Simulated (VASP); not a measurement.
# P (P6_3/mmc) in VASP: notebook

P is run at these levels: PBE; tasks: single point.

Everything below comes from runs of VASP 6.6.1. Logs are shortened: lines on timing, memory, paths and dates and some standing lists are left out, and cuts for length are marked.

## 1. The cell of the first run

It takes space group P6_3/mmc (No. 194, hexagonal). Conventional cell: a = 2.631 Å, b = 2.631 Å, c = 9.823 Å, α = 90.00°, β = 90.00°, γ = 120.00°. Within 3.5 Å of P (site symmetry -3m) lie 12 P at 2.63 to 2.89 Å. Within 3.5 Å of P (site symmetry -6m2) lie 12 P at 2.63 to 2.89 Å.

## 2. Single point, PBE

Contents of INCAR:

```
PREC     = Accurate       # precision mode
ENCUT    = 520            # plane-wave cutoff, eV
EDIFF    = 1E-6           # SCF threshold, eV
ISMEAR   = -1             # smearing method
SIGMA    = 0.1            # smearing width, eV
LREAL    = False          # projectors in reciprocal space
LASPH    = True           # aspherical terms in the spheres
NELM     = 80             # most SCF steps
ALGO     = Normal         # electronic algorithm
ISIF     = 2              # what is computed and relaxed
LWAVE    = False          # write WAVECAR
LCHARG   = False          # write CHGCAR
GGA      = PE             # functional
NBANDS   = 18             # bands
```

Contents of KPOINTS:

```
regular mesh
0
Gamma
  15 15 4
```

Contents of POSCAR:

```
P
1.0
    2.6308824984      0.0000000000      0.0000000000
   -1.3154412492      2.2784110780      0.0000000000
    0.0000000000      0.0000000000      9.8232344269
P
4
Direct
    0.0000000000      1.0000000000      0.0000000000
    0.0000000000      1.0000000000      0.5000000000
    0.3333333333      0.6666666667      0.2500000000
    0.6666666667      0.3333333333      0.7500000000
```

Potentials or basis: VASP PAW PBE potentials, release 64 (P).

Started as:

```
$ cat potpaw_PBE.64/P/POTCAR > POTCAR
$ mpirun -np 1 vasp_std > vasp.out
```

OUTCAR:

```text
PREC = Accurate
   ENCUT = 520
   EDIFF = 1E-6
   ISMEAR = -1
   LREAL = False
   LASPH = True
   NELM = 80
   ISIF = 2
   GGA = PE

 ion  position               nearest neighbor table
   1  0.000  0.000  0.000-   3 2.89   4 2.89   4 2.89   3 2.89   4 2.89   3 2.89
   2  0.000  0.000  0.500-   3 2.89   4 2.89   4 2.89   3 2.89   4 2.89   3 2.89
   3  0.333  0.667  0.250-   1 2.89   2 2.89   1 2.89   2 2.89   1 2.89   2 2.89
   4  0.667  0.333  0.750-   1 2.89   2 2.89   1 2.89   2 2.89   1 2.89   2 2.89

  LATTYP: Found a hexagonal cell.
 ALAT       =     2.6308824984
 C/A-ratio  =     3.7338172392

  Lattice vectors:

 A1 = (   2.6308824984,   0.0000000000,   0.0000000000)
 A2 = (  -1.3154412492,   2.2784110780,   0.0000000000)
 A3 = (   0.0000000000,   0.0000000000,   9.8232344269)

Analysis of symmetry for initial positions (statically):
=====================================================================
 Subroutine PRICEL returns:
 Original cell was already a primitive cell.

 Routine SETGRP: Setting up the symmetry group for a
 hexagonal supercell.

 Subroutine GETGRP returns: Found 24 space group operations
 (whereof 12 operations were pure point group operations)
 out of a pool of 24 trial point group operations.

The static configuration has the point symmetry D_3d.
 The point group associated with its full space group is D_6h.

Analysis of symmetry for dynamics (positions and initial velocities):
=====================================================================
 Subroutine PRICEL returns:
 Original cell was already a primitive cell.

 Routine SETGRP: Setting up the symmetry group for a
 hexagonal supercell.

 Subroutine GETGRP returns: Found 24 space group operations
 (whereof 12 operations were pure point group operations)
 out of a pool of 24 trial point group operations.

The dynamic configuration has the point symmetry D_3d.
 The point group associated with its full space group is D_6h.

 Subroutine INISYM returns: Found 24 space group operations
 (whereof 12 operations are pure point group operations),
 and found     1 'primitive' translations

----------------------------------------------------------------------------------------

                                     Primitive cell

  volume of cell :      58.8827

  direct lattice vectors                    reciprocal lattice vectors
     2.630882498  0.000000000  0.000000000     0.380100594  0.219451180  0.000000000
    -1.315441249  2.278411078  0.000000000     0.000000000  0.438902360  0.000000000
     0.000000000  0.000000000  9.823234427     0.000000000  0.000000000  0.101799464

  length of vectors
     2.630882498  2.630882498  9.823234427     0.438902360  0.438902360  0.101799464

  position of ions in fractional coordinates (direct lattice)
     0.000000000  0.000000000  0.000000000
     0.000000000  0.000000000  0.500000000
     0.333333333  0.666666667  0.250000000
     0.666666667  0.333333333  0.750000000

  ion indices of the primitive-cell ions
   primitive index   ion index
                 1           1
                 2           2
                 3           3
                 4           4

----------------------------------------------------------------------------------------

 KPOINTS: regular mesh

Automatic generation of k-mesh.
 Grid dimensions read from file:
 generate k-points for:   15   15    4

 Generating k-lattice:

  Cartesian coordinates                     Fractional coordinates (reciprocal lattice)
     0.025340040  0.014630079  0.000000000     0.066666667 -0.000000000  0.000000000
     0.000000000  0.029260157  0.000000000     0.000000000  0.066666667  0.000000000
     0.000000000  0.000000000  0.025449866     0.000000000  0.000000000  0.250000000

  Length of vectors
     0.029260157  0.029260157  0.025449866

  Shift w.r.t. Gamma in fractional coordinates (k-lattice)
     0.000000000  0.000000000  0.000000000

 Subroutine IBZKPT returns following result:
 ===========================================

 Found     81 irreducible k-points:

 Following reciprocal coordinates:
            Coordinates               Weight
  0.000000  0.000000  0.000000      1.000000
  0.066667  0.000000  0.000000      6.000000
  0.133333  0.000000  0.000000      6.000000
  0.200000  0.000000  0.000000      6.000000
  0.266667  0.000000  0.000000      6.000000
  0.333333  0.000000  0.000000      6.000000
[... 16 lines left out ...]
  0.333333  0.200000  0.000000     12.000000
  0.400000  0.200000  0.000000      6.000000
 [... further k-points ...]
   k-points           NKPTS =     81   k-points in BZ     NKDIM =     81   number of bands    NBANDS=     18
   number of dos      NEDOS =    301   number of ions     NIONS =      4
   total plane-waves  NPLWV =  32000
   dimension x,y,z NGX =    20 NGY =   20 NGZ =   80
   dimension x,y,z NGXF=    40 NGYF=   40 NGZF=  160
   ions per type =               4
   NGX,Y,Z   is equivalent  to a cutoff of  12.64, 12.64, 13.54 a.u.
   NGXF,Y,Z  is equivalent  to a cutoff of  25.28, 25.28, 27.08 a.u.
 SYSTEM =  unknown system
   PREC   = accura    normal or accurate (medium, high low for compatibility)
   ISTART =      0    job   : 0-new  1-cont  2-samecut
   ICHARG =      2    charge: 1-file 2-atom 10-const
   ISPIN  =      1    spin polarized calculation?
   LNONCOLLINEAR =      F non collinear calculations
   LSORBIT =      F    spin-orbit coupling
   LASPH  =      T    aspherical Exc in radial PAW
   ENCUT  =  520.0 eV  38.22 Ry    6.18 a.u.   4.89  4.89 18.26*2*pi/ulx,y,z
   NELM   =     80;   NELMIN=  2; NELMDL= -5     # of ELM steps
   EDIFF  = 0.1E-05   stopping-criterion for ELM
   LREAL  =      F    real-space projection
   EDIFFG = 0.1E-04   stopping-criterion for IOM
   NSW    =      0    number of steps for IOM
   IBRION =     -1    ionic relax: 0-MD 1-quasi-New 2-CG
   NFREE  =      0    steps in history (QN), initial steepest desc. (CG)
   ISIF   =      2    stress and relaxation
   ISYM   =      2    0-nonsym 1-usesym 2-fastsym
   POTIM  = 0.5000    time-step for ionic-motion
   TEBEG  =    0.0;   TEEND  =   0.0 temperature during run
   PSTRESS=    0.0 pullay stress
   NELECT =      20.0000    total number of electrons
   NUPDOWN=      -1.0000    fix difference up-down
   EMIN   =  10.00;   EMAX   =-10.00  energy-range for DOS
   EFERMI =   0.00;   METHOD = LEGACY
   ISMEAR =    -1;   SIGMA  =   0.10  broadening in eV -4-tet -1-fermi 0-gaus
   EFERMI_NEDOS =   21; number of points for ismear=-14 and -15
   IALGO  =     38    algorithm
   IMIX   =      4    mixing-type and parameters
     AMIX     =   0.40;   BMIX     =  1.00
     AMIX_MAG =   1.60;   BMIX_MAG =  1.00
  volume/ion in A,a.u.               =      14.72        99.34
  Fermi-wavevector in a.u.,A,eV,Ry     =   1.142235  2.158511 17.751533  1.304701
  Thomas-Fermi vector in A             =   2.278933
   LORBIT       =      0    0 simple, 1 ext, 2 COOP (PROOUT), +10 PAW based schemes
   GGA     = PE    functional components
   LHFCALC =     F    Hartree Fock is set to
   AEXX    =    0.0000 exact exchange contribution
   IVDW    =     0    specifies the selected vdW correction
   LEPSILON=     F    determine dielectric tensor
   LRPA    =     F    only Hartree local field effects (RPA)
 non-spin polarized calculation
  energy-cutoff  :      520.00
  volume of cell :       58.88
 maximum number of plane-waves:      1617
 NGX is ok and might be reduce to    20
   NGX =  9   NGY =  9   NGZ = 37

 number of electron      20.0000002 magnetization

 Free energy of the ion-electron system (eV)
  ---------------------------------------------------
  ext. energy  EPLUGINS =         0.00000000
  ---------------------------------------------------
  free energy    TOTEN  =       -18.25791979 eV

  energy without entropy =      -18.18558412  energy(sigma->0) =      -18.22175196

 E-fermi :   9.5603     XC(G=0): -11.4094

 val. band max:        9.5568311876   @ k =   0.4000   0.2000   0.2500
 cond. band min:       9.5678271721   @ k =   0.2000   0.2000   0.2500
 fundamental gap:      0.0109959844
 Fermi energy:         9.5603062148

 k-point     1 :       0.0000    0.0000    0.0000
  band No.  band energies     occupation
      1      -6.6690      2.00000
      2      -5.3189      2.00000
      3      -5.2967      2.00000
      4      -2.5995      2.00000
      5       1.4243      2.00000
      6       6.7388      2.00000
[... 10 lines left out ...]
     17      18.0948      0.00000
     18      21.4808      0.00000

 k-point     2 :       0.0667    0.0000    0.0000
  band No.  band energies     occupation
      1      -6.5481      2.00000
      2      -5.1988      2.00000
      3      -5.1767      2.00000
      4      -2.4815      2.00000
      5       1.5401      2.00000
      6       6.8456      2.00000
[... 10 lines left out ...]
     17      18.4706      0.00000
     18      20.9063      0.00000

 k-point     3 :       0.1333    0.0000    0.0000
  band No.  band energies     occupation
      1      -6.1860      2.00000
      2      -4.8393      2.00000
      3      -4.8171      2.00000
      4      -2.1283      2.00000
      5       1.8867      2.00000
      6       7.1624      2.00000
[... 10 lines left out ...]
     17      18.7273      0.00000
     18      19.4638      0.00000

 k-point     4 :       0.2000    0.0000    0.0000
  band No.  band energies     occupation
      1      -5.5846      2.00000
      2      -4.2425      2.00000
      3      -4.2204      2.00000
      4      -1.5438      2.00000
      5       2.4613      2.00000
      6       7.6705      2.00000
[... 375 lines left out ...]
      4       1.5458      2.00000
      5       4.9841      2.00000
      6       5.4616      2.00000
[... 10 lines left out ...]
     17      15.7689      0.00000
     18      18.1306      0.00000

 k-point    23 :       0.3333    0.2000    0.0000
  band No.  band energies     occupation
      1      -0.9223      2.00000
      2       0.3151      2.00000
      3       0.3233      2.00000
      4       2.1909      2.00000
      5       3.5797      2.00000
      6       4.1562      2.00000
[... 10 lines left out ...]
     17      15.4066      0.00000
     18      17.0075      0.00000

 k-point    24 :       0.4000    0.2000    0.0000
  band No.  band energies     occupation
      1       0.2904      2.00000
      2       0.7463      2.00000
      3       1.2661      2.00000
      4       1.8448      2.00000
      5       2.7717      2.00000
      6       3.0363      2.00000
[... 10 lines left out ...]
     17      15.4927      0.00000
     18      16.4962      0.00000

 [... further k-points ...]
[... 5 lines left out ...]
  --------------------------------------------------------------------------------------
  -------------------------------------------------------------------------------------
  Total       -0.1821937     -0.1821937     -0.0884342      0.0000000      0.0000000      0.0000000
  in kB       -4.9574232     -4.9574232     -2.4062609      0.0000000      0.0000000      0.0000000
  external PRESSURE =      -4.1070358 kB  Pullay stress =       0.0000000 kB

 VOLUME and BASIS-vectors are now :
 -----------------------------------------------------------------------------
  energy-cutoff  :      520.00
  volume of cell :       58.88
      direct lattice vectors                 reciprocal lattice vectors
     2.630882498  0.000000000  0.000000000     0.380100594  0.219451180  0.000000000
    -1.315441249  2.278411078  0.000000000     0.000000000  0.438902360  0.000000000
     0.000000000  0.000000000  9.823234427     0.000000000  0.000000000  0.101799464

 POSITION                                       TOTAL-FORCE (eV/Angst)
 -----------------------------------------------------------------------------------
      0.00000      0.00000      0.00000         0.000000      0.000000     -0.000000
      0.00000      0.00000      4.91162         0.000000      0.000000     -0.000000
     -0.00000      1.51894      2.45581        -0.000000      0.000000      0.000000
      1.31544      0.75947      7.36743         0.000000      0.000000     -0.000000
 -----------------------------------------------------------------------------------
    total drift:                                0.000000      0.000000      0.000000

  FREE ENERGIE OF THE ION-ELECTRON SYSTEM (eV)
  ---------------------------------------------------
  free  energy   TOTEN  =       -18.2579197933 eV

  energy  without entropy=      -18.1855841220  energy(sigma->0) =      -18.22175196
```

It took 27 s on 1 thread of Intel Xeon 6975P-C (Granite Rapids), shared host; peak memory 0.2 GiB.

What came out:

- Free energy: -18.2579 eV
- Pressure: -0.4 GPa
- Band gap on the k mesh: zero (band 10 reaches 16.29 eV, above the bottom of band 11 at 5.69 eV)

## 3. Single point, PBE (volume scaled by 1.04)

Contents of INCAR:

```
SYSTEM = P
ALGO = Normal
EDIFF = 1E-6
ENCUT = 520
GGA = PE
ISIF = 2
ISMEAR = -1
LASPH = .TRUE.
LCHARG = .FALSE.
LREAL = .FALSE.
LWAVE = .FALSE.
NBANDS = 18
NELM = 60
PREC = Accurate
SIGMA = 0.1
```

Contents of KPOINTS:

```
k-points
0
G
  15 15 4
  0 0 0
```

Contents of POSCAR:

```
P
1.0
    2.6655033436      0.0000000000      0.0000000000
   -1.3327516718      2.3083936094      0.0000000000
    0.0000000000      0.0000000000      9.9525023355
P
4
Direct
    0.0000000000      1.0000000000      0.0000000000
    0.0000000000      1.0000000000      0.5000000000
    0.3333333333      0.6666666667      0.2500000000
    0.6666666667      0.3333333333      0.7500000000
```

Potentials or basis: VASP PAW PBE potentials, release 64 (P).

Started as:

```
$ cat potpaw_PBE.64/P/POTCAR > POTCAR
$ mpirun -np 1 vasp_std > vasp.out
```

Run time: 32 s. Hardware: 1 thread of Intel Xeon 6975P-C (Granite Rapids), shared host; peak memory 0.2 GiB.

The run converged. Its results:

* Free energy: -18.2281 eV
* Pressure: -3.6 GPa
* Band gap on the k mesh: zero (band 10 reaches 15.42 eV, above the bottom of band 11 at 5.31 eV)

Stress tensor (GPa, compression positive):
```
-4.07  0.00  0.00
 0.00 -4.07  0.00
 0.00  0.00 -2.80
```

Levels at points of the mesh, in eV from the Fermi level:
| k point | band 7 | band 8 | band 9 | band 10 | band 11 | band 12 | band 13 | band 14 |
| --- | --- | --- | --- | --- | --- | --- | --- | --- |
| (0.00, 0.00, 0.00) | -2.70 | 3.97 | 6.26 | 6.26 | 6.76 | 6.76 | 6.82 | 6.82 |
| (0.00, 0.00, 0.50) | 1.21 | 1.21 | 6.41 | 6.41 | 6.41 | 6.41 | 7.22 | 7.22 |
